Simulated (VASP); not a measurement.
**Cd3Te2Se: single point with PBE**

The system is Cd3Te2Se.

```xyz
12
Lattice="4.5801 0.0000 0.0000 -2.2900 3.9665 0.0000 0.0000 0.0000 22.4844" Properties=species:S:1:pos:R:3 pbc="T T T"
Cd    0.0000    2.6443    0.1471
Cd    0.0000    2.6443    7.5000
Cd    0.0000    2.6443   14.8434
Cd    2.2900    1.3222    3.6012
Cd    2.2900    1.3222   11.3893
Cd    2.2900    1.3222   18.7423
Te    0.0000    2.6443   10.3609
Te    0.0000    2.6443   17.7155
Te    2.2900    1.3222    6.4733
Te    2.2900    1.3222   21.6032
Se    0.0000    2.6443    2.8336
Se    2.2900    1.3222   14.0758
```

```json
{
  "Program": "VASP 6.6.1",
  "Task": "single point",
  "Functional": "PBE",
  "Potentials or basis": "VASP PAW PBE potentials, release 64 (Cd, Te, Se)",
  "Cutoff": "520 eV",
  "k mesh": "12 × 12 × 2",
  "Occupations": "gaussian, width 0.01 eV",
  "Spin": "no spin polarisation",
  "Dipole correction": "no",
  "Further INCAR settings": "ALGO = Normal; EDIFF = 1e-06; NBANDS = 66"
}
```

```json
{
 "Pressure": "0.1 GPa",
 "Largest force": "0.012 eV/Å",
 "Band gap on the k mesh": "0.26 eV, direct"
}
```

Forces in eV/Å, atoms in the order of the input:
```
Cd   0.000  0.000 -0.012
Cd   0.000  0.000  0.000
Cd   0.000  0.000  0.004
Cd   0.000  0.000  0.004
Cd   0.000  0.000 -0.012
Cd   0.000  0.000  0.000
Te   0.000  0.000 -0.002
Te   0.000  0.000  0.001
Te   0.000  0.000  0.001
Te   0.000  0.000 -0.002
Se   0.000  0.000  0.008
Se   0.000  0.000  0.008
```

Levels at points of the mesh, in eV from the valence-band top:
```
           k point  band 50  band 51  band 52  band 53  band 54  band 55  band 56  band 57  band 58  band 59
(0.00, 0.00, 0.00)    -0.25    -0.08    -0.08     0.00     0.00     0.26     1.17     1.74     1.97     1.99
(0.50, 0.00, 0.00)    -1.29    -1.17    -1.08    -0.91    -0.75     1.98     2.21     2.44     2.60     2.61
(0.00, 0.00, 0.50)    -0.38    -0.03    -0.03    -0.03    -0.03     0.85     0.85     1.76     1.76     2.13
(0.50, 0.00, 0.50)    -1.29    -1.24    -1.24    -0.82    -0.82     2.19     2.19     2.39     2.39     2.64
```

Wall time 3.9 min on 1 × NVIDIA H100 80GB with 1 thread of AMD EPYC 7R13 Processor (Zen 3) (shared host), peak memory 1.9 GiB.

Caveat: spin-orbit coupling is left out, which moves the levels of the heavy elements.
